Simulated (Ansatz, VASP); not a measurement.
# One calculation of ZrB2, two programs

```xyz
3
Lattice="3.1765 0.0000 0.0000 -1.5882 2.7509 0.0000 0.0000 0.0000 3.5356" Properties=species:S:1:pos:R:3 pbc="T T T"
Zr    0.0000    0.0000    0.0000
B     1.5882    0.9170    1.7678
B     0.0000    1.8339    1.7678
```

Alike in both runs: functional PBE; k mesh 6 × 6 × 8; occupations gaussian, width 0.2 eV; no spin polarisation.

Ansatz relaxed the structure, and its values are those at the end. VASP's run is a single point on that final structure, the one shown.

```csv
,VASP,Ansatz
version,VASP 6.6.1,Ansatz 0.2.0
potentials or method,"VASP PAW PBE potentials, release 64 (Zr_sv, B), cutoff 500 eV","scalar-relativistic, plane waves, PAW"
valence electrons in the cell,18,18
```

Ansatz gave:

| Property | Result |
| --- | --- |
| gap on the k mesh at the Fermi level (eV) | none |
| pressure (GPa) | -0.3 |

Problem. Estimate VASP's values.

Solution. gap on the k mesh at the Fermi level (eV): none; pressure (GPa): -0.1.

A gap of «none» marks a metal or a gap that the smearing closes.

The k mesh is coarse, so the values compare programs but aren't converged.
